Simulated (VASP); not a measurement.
Input of a VASP 6.6.1 run:

Contents of INCAR:

```
SYSTEM = TiCo
ALGO = Fast ; EDIFF = 1E-6
ENCUT = 520 ; ISIF = 2
ISMEAR = 0 ; ISPIN = 2
LASPH = .True. ; LCHARG = .True.
LELF = .True. ; LMAXMIX = 4
LORBIT = 11 ; LREAL = .False.
LVHAR = .True. ; LWAVE = .False.
MAGMOM = 0 0.27 ; NBANDS = 22
NELM = 150 ; PREC = Accurate
SIGMA = 0.05
```

KPOINTS

```
k-points
0
Gamma
  16 16 16
  0 0 0
```

The input POSCAR:

```
TiCo
1.0
    2.9212837982      0.0000000000      0.0000000000
    0.0000000000      2.9212837982      0.0000000000
    0.0000000000      0.0000000000      2.9212837982
Ti Co
1 1
Direct
    0.0000000000      0.0000000000      0.0000000000
    0.5000000000      0.5000000000      0.5000000000
```

Potentials or basis: VASP PAW LDA potentials, release 64 (Ti_sv, Co).

Run with:

```sh
$ cat potpaw_LDA.64/Ti_sv/POTCAR potpaw_LDA.64/Co/POTCAR > POTCAR
$ mpirun -np 1 vasp_std > vasp.out
```

Problem. Estimate the pressure.

Solution. -4.3 GPa.

Problem. What does it give for the net moment?

Solution. 0.00 μB per cell.
